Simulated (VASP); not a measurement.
The system is CoPd.

```
Co Pd
1.0
     1.34593    0.77707    4.29392
    -1.34593    0.77707    4.29392
     0.00000   -1.55415    4.29392
Co Pd
1 1
Direct
  0.00000 0.00000 0.00000
  0.50000 0.50000 0.50000
```

Base run:

- Program: VASP 6.6.1
- Functional: PBEsol
- Potentials or basis: VASP PAW PBE potentials, release 64 (Co, Pd)
- Cutoff: 520 eV
- k mesh: 14 × 14 × 14
- Occupations: fermi-dirac, width 0.1 eV
- Spin: collinear spin, ferromagnetic start
- Starting moments: [2.0, 0.0] μB
- Hubbard terms: Co d U = 5.0 eV, Pd d U = 5.0 eV

Its results: pressure -6.5 GPa; net moment 2.19 μB per cell; site moments Co +2.15; Pd +0.04 μB.

Problem. The run is repeated on the same cell with these changes: hubbard terms from Co d U = 5.0 eV, Pd d U = 5.0 eV to Co d U = 3.0 eV; further incar settings from ALGO = Normal; EDIFF = 1e-06; NBANDS = 20 to ALGO = Normal; EDIFF = 1e-07; NBANDS = 20. What comes out?

Solution. Pressure -1.9 GPa; net moment 2.24 μB per cell; site moments Co +2.08; Pd +0.16 μB.

Caveats: the PAW data sets were made with another functional, which shifts forces and pressure a little; the U is typed as a test and isn't derived for this compound; the cell stands under tension (at least some runs).
